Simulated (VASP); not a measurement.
A run of VASP 6.6.1 is set up as follows.

INCAR

```
SYSTEM = In2HSe2
PREC = Accurate ; ENCUT = 520
EDIFF = 1E-7 ; ISMEAR = 0
SIGMA = 0.05 ; LREAL = .FALSE.
LASPH = .TRUE. ; NELM = 150
ALGO = Normal ; ISIF = 2
LWAVE = .FALSE. ; LCHARG = .TRUE.
ISPIN = 2 ; MAGMOM = 0 0 0 0 1
LORBIT = 11 ; LDIPOL = .TRUE.
IDIPOL = 3 ; DIPOL = 0.5 0.5 0.353
GGA = PE ; IVDW = 12
LELF = .TRUE. ; LVHAR = .TRUE.
LVACPOTAV = .TRUE. ; NBANDS = 32
```

The input KPOINTS:

```
Automatic mesh
0
G
  9 9 1
  0 0 0
```

POSCAR

```
In2HSe2
1.0
    4.0266103726      0.0000000000      0.0000000000
   -2.0133051863      3.4871468738      0.0000000000
    0.0000000000      0.0000000000     20.8853553747
Se In H
2 2 1
Direct
    0.0000000000      0.0000000000      0.1915217591
    0.0000000000      0.0000000000      0.4493749427
    0.6666666667      0.3333333333      0.2535479421
    0.6666666667      0.3333333333      0.3873488619
    0.2222222222      0.4444444444      0.4855579522
```

Potentials or basis: VASP PAW PBE potentials, release 64 (Se, In_d, H).

Run with:

```sh
$ cat potpaw_PBE.64/Se/POTCAR potpaw_PBE.64/In_d/POTCAR potpaw_PBE.64/H/POTCAR > POTCAR
$ mpirun -np 1 vasp_std > vasp.out
```

Predict the net moment.

0.51 μB per cell.

Estimate the dispersion energy per atom.

-0.192 eV.

Forces in eV/Å, atoms in the order of the input:
```
Se   0.000 -0.061 -0.054
Se   0.000  1.095  1.095
In   0.000 -0.081 -0.170
In   0.000 -0.438 -0.891
H    0.000 -0.515  0.020
```

Caveat: a moment this small can come from the mesh or the smearing.
